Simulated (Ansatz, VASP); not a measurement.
# One calculation of LaTe4, two programs

```
La Te
1.0
     4.50593    0.00000    0.00000
     0.00000    4.50593    0.00000
     0.00000    0.00000    9.22667
La Te
1 4
Direct
  0.00000 0.00000 0.43082
  0.50000 0.00000 0.17793
  0.00000 0.50000 0.17793
  0.50000 0.50000 0.67565
  0.00000 0.00000 0.75834
```

Alike in both runs: functional PBE; k mesh 8 × 8 × 4; occupations gaussian, width 0.1 eV; no spin polarisation.

Ansatz relaxed the structure, and its values are those at the end. VASP's run is a single point on that final structure, the one shown.

|  | VASP | Ansatz |
| --- | --- | --- |
| version | VASP 6.6.1 | Ansatz 0.2.0 |
| potentials or method | VASP PAW PBE potentials, release 64 (La, Te), cutoff 520 eV | scalar-relativistic, plane waves, PAW |
| valence electrons in the cell | 35 | 75 |

Ansatz gave:

* gap on the k mesh at the Fermi level (eV): none
* pressure (GPa): 0.0
* rms of the force components (eV/Å): 0.002

What did VASP give for the same quantities?

gap on the k mesh at the Fermi level (eV): none; pressure (GPa): 0.0; rms of the force components (eV/Å): 0.004.

A gap of «none» marks a metal or a gap that the smearing closes. VASP's potentials hold 35 valence electrons a cell and Ansatz's 75, so a difference there can come from the potentials and not from the codes.

Neither program's run includes spin-orbit coupling.
